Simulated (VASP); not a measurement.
A run of VASP 6.6.1:

INCAR

```
PREC     = Accurate       # precision mode
ENCUT    = 600            # plane-wave cutoff, eV
EDIFF    = 1E-7           # SCF threshold, eV
ISMEAR   = -1             # smearing method
SIGMA    = 0.05           # smearing width, eV
LREAL    = False          # projectors in reciprocal space
LASPH    = True           # aspherical terms in the spheres
NELM     = 100            # most SCF steps
ALGO     = Normal         # electronic algorithm
ISIF     = 3              # what is computed and relaxed
LWAVE    = False          # write WAVECAR
LCHARG   = False          # write CHGCAR
GGA      = CA             # functional
IBRION   = 2              # ionic algorithm
NSW      = 80             # ionic steps
EDIFFG   = -0.02          # ionic threshold
```

File KPOINTS:

```
regular mesh
0
Gamma
  11 11 11
```

The input POSCAR:

```
Ta
1.0
   -1.6512800000      1.6512800000      1.6512800000
    1.6512800000     -1.6512800000      1.6512800000
    1.6512800000      1.6512800000     -1.6512800000
Ta
1
Direct
    0.0000000000      0.0000000000      0.0000000000
```

Potentials or basis: VASP PAW LDA potentials, release 64 (Ta_pv).

Command:

```console
$ cat potpaw_LDA.64/Ta_pv/POTCAR > POTCAR
$ mpirun -np 1 vasp_std > vasp.out
```

Hardware: 1 thread of Intel Xeon 8259CL, on a shared host.

Q: How long does it take, and how much memory?

A: It took 32 s on 1 thread of Intel Xeon 8259CL, on a shared host, peak memory 0.14 GiB. Counts: scf iterations 31, k points 56, ion steps 4.
